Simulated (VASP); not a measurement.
Write the native input for VASP 6.6.1 that does the following.

| Quantity | Value |
| --- | --- |
| Task | single point |
| Functional | PBE |
| Dispersion | D4 |
| Potentials or basis | VASP PAW PBE potentials, release 64 (B, As) |
| Cutoff | 520 eV |
| k mesh | 7 × 7 × 7 |
| Occupations | fermi-dirac, width 0.01 eV |
| Spin | no spin polarisation |
| Dipole correction | no |
| Further INCAR settings | ALGO = Normal; EDIFF = 1e-06; NBANDS = 11 |

The structure of BAs lies in POSCAR:

```
BAs
1.0
    0.0000000000      2.3790107600      2.3790107600
    2.3790107600      0.0000000000      2.3790107600
    2.3790107600      2.3790107600      0.0000000000
B As
1 1
Direct
    0.0000000000      0.0000000000      0.0000000000
    0.2500000000      0.2500000000      0.2500000000
```

These files were run (other wordings do the same):

INCAR

```
  ALGO = Normal
  EDIFF = 1E-6
  ENCUT = 520
  GGA = PE
  ISIF = 2
  ISMEAR = -1
  IVDW = 13
  LASPH = True
  LCHARG = False
  LREAL = False
  LWAVE = False
  NBANDS = 11
  NELM = 80
  PREC = Accurate
  SIGMA = 0.01
```

KPOINTS

```
k-points
0
Gamma
  7 7 7
```

Potentials or basis: VASP PAW PBE potentials, release 64 (B, As).

Command:

```console
$ cat potpaw_PBE.64/B/POTCAR potpaw_PBE.64/As/POTCAR > POTCAR
$ mpirun -np 1 vasp_std > vasp.out
```

Results of the run:

```json
{"Pressure": "0.7 GPa", "Band gap on the k mesh": "1.18 eV, indirect (least direct gap 3.29 eV)", "Dispersion energy per atom": "-0.380 eV"}
```

Wall time 7.6 s on 1 thread of AMD EPYC 7R13 Processor (Zen 3) (shared host), peak memory 0.12 GiB.
